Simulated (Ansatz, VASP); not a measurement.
# One calculation of ZnSe, two programs

```
Se Zn
1.0
     0.00000    2.77595    2.77595
     2.77595    0.00000    2.77595
     2.77595    2.77595    0.00000
Se Zn
1 1
Direct
  0.75000 0.75000 0.75000
  0.00000 0.00000 0.00000
```

Change from the starting cell: volume scaled by 0.94.

Alike in both runs: task single point; functional PBEsol; k mesh 8 × 8 × 8; occupations fermi-dirac, width 0.05 eV; no spin polarisation.

|  | VASP | Ansatz |
| --- | --- | --- |
| version | VASP 6.6.1 | Ansatz 0.2.0 |
| potentials or method | VASP PAW PBE potentials, release 64 (Se, Zn), cutoff 520 eV | all-electron LAPW, scalar-relativistic |

VASP gave:

- gap on the k mesh at the Fermi level (eV): 1.42
- least direct gap on the mesh (eV): 1.42
- pressure (GPa): 3.5

Estimate Ansatz's values.

gap on the k mesh at the Fermi level (eV): 1.42; least direct gap on the mesh (eV): 1.42; pressure (GPa): 3.2.

VASP's potentials were made for PBE, not for PBEsol. Ansatz ran all-electron here, and VASP with PAW potentials.
